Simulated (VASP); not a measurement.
GaSb: single point with PBEsol

GaSb:

```
CELL_PARAMETERS angstrom
0.00000 3.05900 3.05900
3.05900 0.00000 3.05900
3.05900 3.05900 0.00000
ATOMIC_POSITIONS crystal
Sb 0.75000 0.75000 0.75000
Ga 0.00000 0.00000 0.00000
```

```
Program             : VASP 6.6.1
Task                : single point
Functional          : PBEsol
Potentials or basis : VASP PAW PBE potentials, release 64 (Sb, Ga_d)
Cutoff              : 520 eV
k mesh              : 6 × 6 × 6
Occupations         : fermi-dirac, width 0.05 eV
Spin                : non-collinear spin, zero start, spin-orbit coupling
Starting moments    : [[0.0, 0.0, 0.0], [0.0, 0.0, 0.0]] μB
```

- Pressure: 0.1 GPa
- Net moment: 0.00 μB per cell
- Valence electrons inside the program's atomic spheres: Sb 2.50; Ga 11.64

Moments on the atoms (μB; x, y, z):
```
Sb  0.00 0.00 0.00
Ga  0.00 0.00 0.00
```

Run time: 70 s on 1 thread of Intel(R) Xeon(R) Platinum 8259CL CPU @ 2.50GHz (Skylake/Cascade Lake), on a shared host, peak memory 0.33 GiB.

Caveat: the PAW data sets were made with another functional, which shifts forces and pressure a little.
